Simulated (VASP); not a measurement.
The system is GaAs.

```
Ga As
1.0
     0.00000    2.82685    2.82685
     2.82685    0.00000    2.82685
     2.82685    2.82685    0.00000
Ga As
1 1
Direct
  0.00000 0.00000 0.00000
  0.75000 0.75000 0.75000
```

* Program: VASP 6.6.1
* Task: relaxation of cell and atoms
* Functional: LDA
* Potentials or basis: VASP PAW LDA potentials, release 64 (Ga_d, As)
* Cutoff: 600 eV
* k mesh: 14 × 14 × 14
* Occupations: fermi-dirac, width 0.08 eV
* Spin: no spin polarisation

At the start: pressure -1.6 GPa; volume 22.59 Å³/atom.

Problem. Where does the relaxation end?

Solution. Over 3 steps the energy falls by 2.6 meV/atom and the volume is 22.08 Å³/atom (-2.2 %); space group F-43m (No. 216, to 0.1 Å) before and after.

Step by step:
| step | energy change (eV) | largest force (eV/Å) | pressure (GPa) | volume (Å³) |
| --- | --- | --- | --- | --- |
| 1 | 0.0000 | 0.0000 | -1.61 | 45.18 |
| 2 | -0.0041 | 0.0000 | 0.74 | 43.71 |
| 3 | -0.0052 | 0.0000 | 0.01 | 44.16 |

Final structure:
```
CELL_PARAMETERS angstrom
0.00000 2.80552 2.80552
2.80552 0.00000 2.80552
2.80552 2.80552 0.00000
ATOMIC_POSITIONS crystal
Ga 0.00000 0.00000 0.00000
As 0.75000 0.75000 0.75000
```
